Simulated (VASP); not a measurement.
Write the native input for VASP 6.6.1 that does the following.

- Task: single point
- Functional: PBEsol
- Potentials or basis: VASP PAW PBE potentials, release 64 (Al)
- Cutoff: 520 eV
- k mesh: 3 × 3 × 3
- Occupations: gaussian, width 0.05 eV
- Spin: no spin polarisation
- Dipole correction: no
- Further INCAR settings: LREAL = Auto; ALGO = Normal; EDIFF = 1e-06; NBANDS = 72

The structure of Al (a cell with a defect) lies in POSCAR:

```
Al
1.0
    8.1000000000      0.0000000000      0.0000000000
    0.0000000000      8.1000000000      0.0000000000
    0.0000000000      0.0000000000      8.1000000000
Al
33
Direct
    0.5003965509      0.0018242527     -0.0150141696
    0.7481931148      0.2526265138      0.0024753049
    0.7631289771      0.0018245911      0.2501909501
   -0.0019322312     -0.0015611520     -0.0053515303
    0.2494478068      0.2493785009     -0.0007461901
    0.4967372729      0.4973685602     -0.0523485391
    0.7454481344      0.7453665379      0.0053286948
    0.2343813125      0.0018082689      0.2502048762
    0.4967411595      0.2004455743      0.2484765312
    0.8158598237      0.4972632685      0.2483488875
    0.5003839420      0.0018060142      0.5138224000
    0.7465588734      0.2543468298      0.4963455331
    0.7539648956     -0.0015708310      0.7490542547
    0.0022336521      0.5003304857     -0.0150852020
    0.2520666567      0.7487409318      0.0018367938
    0.0022230274      0.2345280100      0.2502073039
    0.2020065687      0.4973720168      0.2484754233
    0.4966378156      0.8140875991      0.2483412855
   -0.0019508095     -0.0015895214      0.5044876837
    0.2509584208      0.2508799020      0.4996912243
    0.4966236100      0.4972411896      0.5610172037
    0.7436612526      0.7435718819      0.4934175150
    0.2442287945     -0.0015722289      0.7490737564
    0.5003946173      0.2346904726      0.7510894621
    0.7630343026      0.5003140227      0.7510817454
    0.0022363150      0.7634554988      0.2501896784
    0.0022235868      0.5003137547      0.5138941149
    0.2537871226      0.7471080691      0.4969764560
   -0.0019399166      0.2443802226      0.7490772979
    0.2344728659      0.5003260517      0.7510841852
    0.5003830231      0.7632890067      0.7510759107
   -0.0019380916      0.7541578545      0.7490483960
    0.5122240536      0.5099401510      0.2559255623
```

One way to write it, as run:

INCAR

```
SYSTEM = Al
PREC = Accurate
ENCUT = 520
EDIFF = 1E-6
ISMEAR = 0
SIGMA = 0.05
LREAL = Auto
LASPH = .True.
NELM = 100
ALGO = Normal
ISIF = 2
LWAVE = .False.
LCHARG = .True.
GGA = PS
LELF = .True.
LVHAR = .True.
NBANDS = 72
```

KPOINTS

```
regular mesh
0
Gamma
  3 3 3
  0 0 0
```

Potentials or basis: VASP PAW PBE potentials, release 64 (Al).

The run is started by

```sh
$ cat potpaw_PBE.64/Al/POTCAR > POTCAR
$ mpirun -np 1 vasp_std > vasp.out
```

It gave:

The pressure is 3.3 GPa and the largest force is 0.021 eV/Å. The band gap on the k mesh is zero (an odd number of electrons rules out a gap without spin polarisation).

Caveat: the PAW data sets were made with another functional, which shifts forces and pressure a little.

Run time: 5.6 min on 1 thread of Intel(R) Xeon(R) Platinum 8488C (Sapphire Rapids) (shared host), peak memory 0.64 GiB.
